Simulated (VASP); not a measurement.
# MgB2 (P6/mmm) in VASP: further runs

Runs on MgB2. Level: r2SCAN. Tasks: relaxation of shape and atoms at fixed volume, single point.

Everything below comes from runs of VASP 6.6.1. Logs are shortened: lines on timing, memory, paths and dates and some standing lists are left out, and cuts for length are marked.

### Step 1. The cell of the first run

It takes space group P6/mmm (No. 191, hexagonal). Conventional cell: a = 3.035 Å, b = 3.035 Å, c = 3.485 Å, α = 90.00°, β = 90.00°, γ = 120.00°. Mg (site symmetry 6/mmm) has 12 B at 2.47 Å and 6 Mg at 3.03 Å within 3.3 Å. B (site symmetry -6m2) has 3 B at 1.75 Å within 2.3 Å.

### Step 2. Relaxation of shape and atoms at fixed volume, r2SCAN (9.27 Å³/atom)

Input file POSCAR:

```
MgB2
1.0
    3.0347621949      0.0000000000      0.0000000000
   -1.5173810975      2.6281811552      0.0000000000
    0.0000000000      0.0000000000      3.4849481437
Mg B
1 2
Direct
    0.0000000000      0.0000000000      0.0000000000
    0.3333333333      0.6666666667      0.5000000000
    0.6666666667      0.3333333333      0.5000000000
```

Input file INCAR.step1:

```
PREC = Accurate ; ENCUT = 600
ISMEAR = 0 ; SIGMA = 0.1
LREAL = False ; LASPH = True
NELM = 80 ; GGA = PE
ALGO = Normal ; EDIFF = 1E-4
LWAVE = True ; LCHARG = False
```

Input file INCAR.step2:

```
PREC = Accurate ; ENCUT = 600
EDIFF = 1E-7 ; ISMEAR = 0
SIGMA = 0.1 ; LREAL = False
LASPH = True ; NELM = 80
ALGO = Normal ; ISIF = 4
LWAVE = False ; LCHARG = False
METAGGA = R2SCAN ; LMIXTAU = True
IBRION = 2 ; NSW = 50
EDIFFG = -0.01 ; ISTART = 1
```

Input file KPOINTS:

```
Automatic mesh
0
Gamma
  15 15 12
```

Potentials or basis: VASP PAW PBE potentials, release 64 (Mg, B).

On the command line:

```sh
$ cat potpaw_PBE.64/Mg/POTCAR potpaw_PBE.64/B/POTCAR > POTCAR
$ cp INCAR.step1 INCAR
$ mpirun -np 1 vasp_std > vasp.out
$ cp INCAR.step2 INCAR
$ mpirun -np 1 vasp_std > vasp.out
```

OUTCAR:

```text
PREC = Accurate
   ENCUT = 600
   EDIFF = 1E-7
   ISMEAR = 0
   LREAL = False
   LASPH = True
   NELM = 80
   ISIF = 4
   METAGGA = R2SCAN
   IBRION = 2
   NSW = 50
   EDIFFG = -0.01
   ISTART = 1

 ion  position               nearest neighbor table
   1  0.000  0.000  0.000-   2 2.47   3 2.47   2 2.47   3 2.47   3 2.47   3 2.47   2 2.47   2 2.47
                             3 2.47   3 2.47   2 2.47   2 2.47
   2  0.333  0.667  0.500-   3 1.75   3 1.75   3 1.75   1 2.47   1 2.47   1 2.47   1 2.47   1 2.47
                             1 2.47
   3  0.667  0.333  0.500-   2 1.75   2 1.75   2 1.75   1 2.47   1 2.47   1 2.47   1 2.47   1 2.47
                             1 2.47

  LATTYP: Found a hexagonal cell.
 ALAT       =     3.0347621949
 C/A-ratio  =     1.1483430727

  Lattice vectors:

 A1 = (   3.0347621949,   0.0000000000,   0.0000000000)
 A2 = (  -1.5173810975,   2.6281811552,   0.0000000000)
 A3 = (   0.0000000000,   0.0000000000,   3.4849481437)

Analysis of symmetry for initial positions (statically):
=====================================================================
 Subroutine PRICEL returns:
 Original cell was already a primitive cell.

 Routine SETGRP: Setting up the symmetry group for a
 hexagonal supercell.

 Subroutine GETGRP returns: Found 24 space group operations
 (whereof 24 operations were pure point group operations)
 out of a pool of 24 trial point group operations.

The static configuration has the point symmetry D_6h.

Analysis of symmetry for dynamics (positions and initial velocities):
=====================================================================
 Subroutine PRICEL returns:
 Original cell was already a primitive cell.

 Routine SETGRP: Setting up the symmetry group for a
 hexagonal supercell.

 Subroutine GETGRP returns: Found 24 space group operations
 (whereof 24 operations were pure point group operations)
 out of a pool of 24 trial point group operations.

The dynamic configuration has the point symmetry D_6h.

 Subroutine INISYM returns: Found 24 space group operations
 (whereof 24 operations are pure point group operations),
 and found     1 'primitive' translations

----------------------------------------------------------------------------------------

                                     Primitive cell

  volume of cell :      27.7956

  direct lattice vectors                    reciprocal lattice vectors
     3.034762195  0.000000000  0.000000000     0.329515111  0.190245638  0.000000000
    -1.517381097  2.628181155  0.000000000     0.000000000  0.380491276  0.000000000
     0.000000000  0.000000000  3.484948144     0.000000000  0.000000000  0.286948316

  length of vectors
     3.034762195  3.034762195  3.484948144     0.380491276  0.380491276  0.286948316

  position of ions in fractional coordinates (direct lattice)
     0.000000000  0.000000000  0.000000000
     0.333333333  0.666666667  0.500000000
     0.666666667  0.333333333  0.500000000

  ion indices of the primitive-cell ions
   primitive index   ion index
                 1           1
                 2           2
                 3           3

----------------------------------------------------------------------------------------

 KPOINTS: Automatic mesh

Automatic generation of k-mesh.
 Grid dimensions read from file:
 generate k-points for:   15   15   12

 Generating k-lattice:

  Cartesian coordinates                     Fractional coordinates (reciprocal lattice)
     0.021967674  0.012683043  0.000000000     0.066666667 -0.000000000  0.000000000
     0.000000000  0.025366085  0.000000000     0.000000000  0.066666667  0.000000000
     0.000000000  0.000000000  0.023912360     0.000000000  0.000000000  0.083333333

  Length of vectors
     0.025366085  0.025366085  0.023912360

  Shift w.r.t. Gamma in fractional coordinates (k-lattice)
     0.000000000  0.000000000  0.000000000

 Subroutine IBZKPT returns following result:
 ===========================================

 Found    189 irreducible k-points:

 Following reciprocal coordinates:
            Coordinates               Weight
  0.000000  0.000000  0.000000      1.000000
  0.066667  0.000000  0.000000      6.000000
  0.133333  0.000000  0.000000      6.000000
  0.200000 -0.000000  0.000000      6.000000
  0.266667  0.000000  0.000000      6.000000
  0.333333  0.000000  0.000000      6.000000
[... 16 lines left out ...]
  0.333333  0.200000  0.000000     12.000000
  0.400000  0.200000  0.000000      6.000000
 [... further k-points ...]
   k-points           NKPTS =    189   k-points in BZ     NKDIM =    189   number of bands    NBANDS=      8
   number of dos      NEDOS =    301   number of ions     NIONS =      3
   total plane-waves  NPLWV =  16128
   dimension x,y,z NGX =    24 NGY =   24 NGZ =   28
   dimension x,y,z NGXF=    48 NGYF=   48 NGZF=   56
   ions per type =               1   2
   NGX,Y,Z   is equivalent  to a cutoff of  13.15, 13.15, 13.36 a.u.
   NGXF,Y,Z  is equivalent  to a cutoff of  26.29, 26.29, 26.71 a.u.
 SYSTEM =  unknown system
   PREC   = accura    normal or accurate (medium, high low for compatibility)
   ISTART =      1    job   : 0-new  1-cont  2-samecut
   ICHARG =      0    charge: 1-file 2-atom 10-const
   ISPIN  =      1    spin polarized calculation?
   LNONCOLLINEAR =      F non collinear calculations
   LSORBIT =      F    spin-orbit coupling
   LASPH  =      T    aspherical Exc in radial PAW
   ENCUT  =  600.0 eV  44.10 Ry    6.64 a.u.   6.06  6.06  6.96*2*pi/ulx,y,z
   NELM   =     80;   NELMIN=  2; NELMDL=  0     # of ELM steps
   EDIFF  = 0.1E-06   stopping-criterion for ELM
   LREAL  =      F    real-space projection
   EDIFFG = -.1E-01   stopping-criterion for IOM
   NSW    =     50    number of steps for IOM
   IBRION =      2    ionic relax: 0-MD 1-quasi-New 2-CG
   NFREE  =      1    steps in history (QN), initial steepest desc. (CG)
   ISIF   =      4    stress and relaxation
   ISYM   =      2    0-nonsym 1-usesym 2-fastsym
   POTIM  = 0.5000    time-step for ionic-motion
   TEBEG  =    0.0;   TEEND  =   0.0 temperature during run
   PSTRESS=    0.0 pullay stress
   NELECT =       8.0000    total number of electrons
   NUPDOWN=      -1.0000    fix difference up-down
   EMIN   =  10.00;   EMAX   =-10.00  energy-range for DOS
   EFERMI =   0.00;   METHOD = LEGACY
   ISMEAR =     0;   SIGMA  =   0.10  broadening in eV -4-tet -1-fermi 0-gaus
   EFERMI_NEDOS =   21; number of points for ismear=-14 and -15
   IALGO  =     38    algorithm
   IMIX   =      4    mixing-type and parameters
     AMIX     =   0.40;   BMIX     =  1.00
     AMIX_MAG =   1.60;   BMIX_MAG =  1.00
  volume/ion in A,a.u.               =       9.27        62.52
  Fermi-wavevector in a.u.,A,eV,Ry     =   1.080885  2.042576 15.895848  1.168312
  Thomas-Fermi vector in A             =   2.216887
   LORBIT       =      0    0 simple, 1 ext, 2 COOP (PROOUT), +10 PAW based schemes
   METAGGA = R2SCAN    functional components
   LHFCALC =     F    Hartree Fock is set to
   AEXX    =    0.0000 exact exchange contribution
   IVDW    =     0    specifies the selected vdW correction
   LEPSILON=     F    determine dielectric tensor
   LRPA    =     F    only Hartree local field effects (RPA)
 conjugate gradient relaxation of ions
 non-spin polarized calculation
 Gauss-broadening in eV      SIGMA  =   0.10
  energy-cutoff  :      600.00
  volume of cell :       27.80
 maximum number of plane-waves:       946
   NGX = 13   NGY = 13   NGZ = 13

--------------------------------------- Ionic step        1  -------------------------------------------

 number of electron       8.0000000 magnetization

 Free energy of the ion-electron system (eV)
  ---------------------------------------------------
  ext. energy  EPLUGINS =         0.00000000
  ---------------------------------------------------
  free energy    TOTEN  =       -19.39734746 eV

  energy without entropy =      -19.39448907  energy(sigma->0) =      -19.39591826

------------------------ aborting loop because EDIFF is reached ----------------------------------------

  FORCE on cell =-STRESS in cart. coord.  units (eV):
  Direction    XX          YY          ZZ          XY          YZ          ZX
  --------------------------------------------------------------------------------------
  -------------------------------------------------------------------------------------
  Total        0.9416583      0.9416583      0.5260151     -0.0000000      0.0000000      0.0000000
  in kB       54.2784736     54.2784736     30.3202323     -0.0000000      0.0000000      0.0000000
  external PRESSURE =      46.2923932 kB  Pullay stress =       0.0000000 kB

 VOLUME and BASIS-vectors are now :
 -----------------------------------------------------------------------------
  energy-cutoff  :      600.00
  volume of cell :       27.80
      direct lattice vectors                 reciprocal lattice vectors
     3.034762195  0.000000000  0.000000000     0.329515111  0.190245638  0.000000000
    -1.517381097  2.628181155  0.000000000     0.000000000  0.380491276  0.000000000
     0.000000000  0.000000000  3.484948144     0.000000000  0.000000000  0.286948316
[... 38 lines left out ...]
 POSITION                                       TOTAL-FORCE (eV/Angst)
 -----------------------------------------------------------------------------------
      0.00000     -0.00000      0.00000        -0.000000     -0.000000      0.000000
     -0.00000      1.75603      1.73472         0.000000      0.000000      0.000000
      1.52077      0.87802      1.73472         0.000000     -0.000000      0.000000
 -----------------------------------------------------------------------------------
    total drift:                                0.000000     -0.000000      0.000000

  FREE ENERGIE OF THE ION-ELECTRON SYSTEM (eV)
  ---------------------------------------------------
  free  energy   TOTEN  =       -19.3983603143 eV

  energy  without entropy=      -19.3949335110  energy(sigma->0) =      -19.39664691

--------------------------------------- Ionic step        3  -------------------------------------------

 number of electron       8.0000000 magnetization

 Free energy of the ion-electron system (eV)
  ---------------------------------------------------
  ext. energy  EPLUGINS =         0.00000000
  ---------------------------------------------------
  free energy    TOTEN  =       -19.39837605 eV

  energy without entropy =      -19.39487413  energy(sigma->0) =      -19.39662509

 E-fermi :   5.5840     XC(G=0): -11.7117

 val. band max:        5.5827859563   @ k =   0.4000  -0.0000   0.5000
 cond. band min:       5.6331739402   @ k =   0.1333   0.0000   0.4167
 fundamental gap:      0.0503879839
 Fermi energy:         5.5840016672

 k-point     1 :       0.0000    0.0000    0.0000
  band No.  band energies     occupation
      1      -7.9054      2.00000
      2       2.3848      2.00000
      3       5.9901      0.00000
      4       5.9901      0.00000
      5       7.7117      0.00000
      6      12.3723      0.00000
      7      12.3723      0.00000
      8      14.5143      0.00000

 k-point     2 :       0.0667    0.0000    0.0000
  band No.  band energies     occupation
      1      -7.8219      2.00000
      2       2.4665      2.00000
      3       5.5458      1.41066
      4       5.7809      0.00537
      5       7.7788      0.00000
      6      12.3704      0.00000
      7      12.7543      0.00000
      8      14.6993      0.00000
[... 221 lines left out ...]
 k-point    23 :       0.3333    0.2000    0.0000
  band No.  band energies     occupation
      1      -3.9853      2.00000
      2      -1.5871      2.00000
      3       0.8975      2.00000
      4       5.9928      0.00000
      5       9.0942      0.00000
      6      11.3046      0.00000
      7      12.6423      0.00000
      8      14.9705      0.00000

 k-point    24 :       0.4000    0.2000    0.0000
  band No.  band energies     occupation
      1      -3.2426      2.00000
      2      -2.4322      2.00000
      3       0.7943      2.00000
      4       6.4151      0.00000
      5       8.5771      0.00000
      6      11.9336      0.00000
      7      12.1069      0.00000
      8      14.9312      0.00000

 [... further k-points ...]
[... 5 lines left out ...]
  --------------------------------------------------------------------------------------
  -------------------------------------------------------------------------------------
  Total        0.7457110      0.7457110      0.7463877     -0.0000000     -0.0000000      0.0000000
  in kB       42.9838047     42.9838047     43.0228077     -0.0000000     -0.0000000      0.0000000
  external PRESSURE =      42.9968057 kB  Pullay stress =       0.0000000 kB

 VOLUME and BASIS-vectors are now :
 -----------------------------------------------------------------------------
  energy-cutoff  :      600.00
  volume of cell :       27.80
      direct lattice vectors                 reciprocal lattice vectors
     3.042549402 -0.000000000  0.000000000     0.328671738  0.189758716 -0.000000000
    -1.521274701  2.634925075 -0.000000000     0.000000000  0.379517433 -0.000000000
     0.000000000  0.000000000  3.467131976    -0.000000000  0.000000000  0.288422825

 POSITION                                       TOTAL-FORCE (eV/Angst)
 -----------------------------------------------------------------------------------
      0.00000      0.00000      3.46713         0.000000     -0.000000      0.000000
     -0.00000      1.75662      1.73357        -0.000000      0.000000      0.000000
      1.52127      0.87831      1.73357         0.000000     -0.000000     -0.000000
 -----------------------------------------------------------------------------------
    total drift:                                0.000000     -0.000000     -0.000000

  FREE ENERGIE OF THE ION-ELECTRON SYSTEM (eV)
  ---------------------------------------------------
  free  energy   TOTEN  =       -19.3983760459 eV

  energy  without entropy=      -19.3948741271  energy(sigma->0) =      -19.39662509

 reached required accuracy - stopping structural energy minimisation
```

Run time: 8.5 min. Hardware: 1 thread of Intel Xeon 8259CL, shared host; peak memory 0.2 GiB.

What came out:

```
Free energy               : -19.3984 eV
Energy gained by relaxing : 0.3 meV/atom
Ionic steps               : 3
Pressure after relaxing   : 4.3 GPa
Band gap on the k mesh    : zero (bands 4 and 5 overlap by 4.12 eV)
```

The path:
| step | energy change (eV) | largest force (eV/Å) | pressure (GPa) | volume (Å³) |
| --- | --- | --- | --- | --- |
| 1 | 0.0000 | 0.0000 | 4.63 | 27.80 |
| 2 | -0.0010 | 0.0000 | 4.34 | 27.80 |
| 3 | -0.0010 | 0.0000 | 4.30 | 27.80 |

Final structure:
```cif
data_structure
_symmetry_space_group_name_H-M 'P 1'
_symmetry_Int_Tables_number 1
_cell_length_a 3.0425
_cell_length_b 3.0425
_cell_length_c 3.4671
_cell_angle_alpha 90.000
_cell_angle_beta 90.000
_cell_angle_gamma 120.000
_cell_volume 27.80
loop_
_atom_site_label
_atom_site_type_symbol
_atom_site_fract_x
_atom_site_fract_y
_atom_site_fract_z
_atom_site_occupancy
Mg1 Mg 0.00000 0.00000 0.00000 1
B1 B 0.33333 0.66667 0.50000 1
B2 B 0.66667 0.33333 0.50000 1
```

Caveat: the PAW data sets were made with another functional, which shifts forces and pressure a little.

(Continued in part 2 of 2.)

The gap in the log of VASP goes by the Fermi energy; the results here count the filled bands.